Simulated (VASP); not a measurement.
Here is a VASP 6.6.1 calculation.

Contents of INCAR:

```
PREC = Accurate
ENCUT = 520
EDIFF = 1E-8
ISMEAR = -1
SIGMA = 0.15
LREAL = False
LASPH = True
NELM = 80
ALGO = Normal
ISIF = 2
LWAVE = False
LCHARG = False
IBRION = 8
NSW = 1
```

KPOINTS

```
Automatic mesh
0
Gamma
  14 14 14
```

POSCAR

```
CuPd
1.0
    2.8961288028      0.0000000000      0.0000000000
    0.0000000000      2.8961288028      0.0000000000
    0.0000000000      0.0000000000      2.8961288028
Cu Pd
1 1
Direct
    0.0000000000      0.0000000000      0.0000000000
    0.5000000000      0.5000000000      0.5000000000
```

Potentials or basis: VASP PAW LDA potentials, release 64 (Cu, Pd).

Command:

```bash
$ cat potpaw_LDA.64/Cu/POTCAR potpaw_LDA.64/Pd/POTCAR > POTCAR
$ mpirun -np 1 vasp_std > vasp.out
```

Predict the highest phonon frequency at Γ, LO-TO splitting left out.

251 cm⁻¹.

Phonon frequencies in cm⁻¹ (negative: imaginary):
```
              q point        frequencies
(0.000, 0.000, 0.000)  0 0 0 251 251 251
```

Caveat: the cell wasn't relaxed at this level first, which shifts response properties.
